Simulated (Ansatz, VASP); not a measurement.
# One calculation of Hf, two programs

The input INCAR:

```
  PREC = Accurate
  ENCUT = 520
  EDIFF = 1E-7
  ISMEAR = -1
  SIGMA = 0.28
  LREAL = F
  LASPH = T
  NELM = 100
  ALGO = Normal
  ISIF = 2
  LWAVE = F
  LCHARG = F
  GGA = PE
  NBANDS = 11
```

Contents of KPOINTS:

```
Automatic mesh
0
Gamma
  13 13 13
```

File POSCAR:

```
Hf
1.0
    0.0000000000      2.2200000000      2.2200000000
    2.2200000000      0.0000000000      2.2200000000
    2.2200000000      2.2200000000      0.0000000000
Hf
1
Direct
    0.0000000000      0.0000000000      0.0000000000
```

Input for Ansatz:

```yaml
crystal:
  lattice:
    - [0.0, 2.22, 2.22]
    - [2.22, 0.0, 2.22]
    - [2.22, 2.22, 0.0]
  atoms:
    - { symbol: Hf, position: [0.0, 0.0, 0.0] }
kpoints:
  mp_grid: { grid: [13, 13, 13] }
scf:
  occupations: { method: fermi_dirac, width: 0.28 }
hamiltonian:
  xc: pbe
  pseudopotentials: { kind: all_electron, lapw: { basis_error: 0.001 } }
output:
  forces: true
  stress: true
  eigenvalues: true
```

Alike in both runs: task single point; functional PBE; k mesh 13 × 13 × 13; occupations fermi-dirac, width 0.28 eV; no spin polarisation.

|  | VASP | Ansatz |
| --- | --- | --- |
| version | VASP 6.6.1 | Ansatz 0.2.0 |
| potentials or method | VASP PAW PBE potentials, release 64 (Hf_pv), cutoff 520 eV | all-electron LAPW, scalar-relativistic |

```tsv
	VASP	Ansatz	Ansatz less VASP
pressure (GPa)	4.1	4.6	+0.45
```

Ansatz ran all-electron here, and VASP with PAW potentials.

Neither program's run includes spin-orbit coupling.
